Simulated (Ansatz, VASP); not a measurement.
**Two plane-wave programs on PbF2**

Contents of POSCAR:

```
PbF2
1.0
    0.0000000000      2.9325206900      2.9325206900
    2.9325206900      0.0000000000      2.9325206900
    2.9325206900      2.9325206900      0.0000000000
Pb F
1 2
Direct
    0.0000000000      0.0000000000      0.0000000000
    0.2500000000      0.2500000000      0.2500000000
    0.7500000000      0.7500000000      0.7500000000
```

File INCAR.step1:

```
SYSTEM = PbF2
PREC = Accurate ; ENCUT = 520
ISMEAR = 0 ; SIGMA = 0.0138
LREAL = .FALSE. ; LASPH = .TRUE.
NELM = 60 ; NBANDS = 21
GGA = PE ; ALGO = Normal
EDIFF = 1E-4 ; LWAVE = .TRUE.
LCHARG = .FALSE.
```

The input INCAR.step2:

```
SYSTEM = PbF2
PREC = Accurate ; ENCUT = 520
EDIFF = 1E-6 ; ISMEAR = 0
SIGMA = 0.0138 ; LREAL = .FALSE.
LASPH = .TRUE. ; NELM = 60
ALGO = Normal ; ISIF = 2
LWAVE = .FALSE. ; LCHARG = .FALSE.
METAGGA = R2SCAN ; LMIXTAU = .TRUE.
NBANDS = 21 ; ISTART = 1
```

The input KPOINTS:

```
regular mesh
0
G
  8 8 8
  0 0 0
```

Input for Ansatz:

```yaml
crystal:
  lattice:
    - [0.0, 2.93252069, 2.93252069]
    - [2.93252069, 0.0, 2.93252069]
    - [2.93252069, 2.93252069, 0.0]
  atoms:
    - { symbol: Pb, position: [0.0, 0.0, 0.0] }
    - { symbol: F, position: [0.25, 0.25, 0.25] }
    - { symbol: F, position: [0.75, 0.75, 0.75] }
  symmetry: { tolerance: 0.0003 }
kpoints:
  mp_grid: { grid: [8, 8, 8], shift: [0, 0, 0] }
  band_path:
    path:
      - [0.0, 0.0, 0.0]
      - [0.5, 0.0, 0.5]
      - [0.625, 0.25, 0.625]
      - [0.375, 0.375, 0.75]
      - [0.0, 0.0, 0.0]
      - [0.5, 0.5, 0.5]
      - [0.5, 0.25, 0.75]
      - [0.5, 0.0, 0.5]
    npoints: 8
magnetization:
  spin_polarized: false
scf:
  occupations: { method: gaussian, width: 0.0138 }
  lower_state_search: "off"
  max_iter: 200
hamiltonian:
  pseudopotentials: { kind: paw }
  xc: r2scan
basis:
  ecutwfc: 500
  fft_grid_basis: typed
output:
  forces: true
  stress: true
  eigenvalues: true
  bader: true
  populations: true
  elf: true
  write_potential: true
  volumetric_format: npy
  dos:
    e_range: [-12, 8]
    de: 0.05
    projected: { site_lists: { F: [F], Pb: [Pb] } }
checkpoint:
  read: saved_state
```

Alike in both runs: task single point; functional r2SCAN; k mesh 8 × 8 × 8; occupations gaussian, width 0.0138 eV; no spin polarisation.

|  | VASP | Ansatz |
| --- | --- | --- |
| version | VASP 6.6.1 | Ansatz 0.2.0 |
| potentials or method | VASP PAW PBE potentials, release 64 (Pb_d, F), cutoff 520 eV | PAW plane waves |
| valence electrons in the cell | 28 | 28 |

|  | VASP | Ansatz | Ansatz less VASP |
| --- | --- | --- | --- |
| gap on the k mesh at the Fermi level (eV) | 4.92 | 4.92 | -0.001 |
| pressure (GPa) | 2.3 | 2.4 | +0.06 |

VASP's potentials were made for PBE, not for r2SCAN. With one functional, cell and mesh, what is left measures potentials, basis and numerics.

Spin-orbit coupling is off throughout.
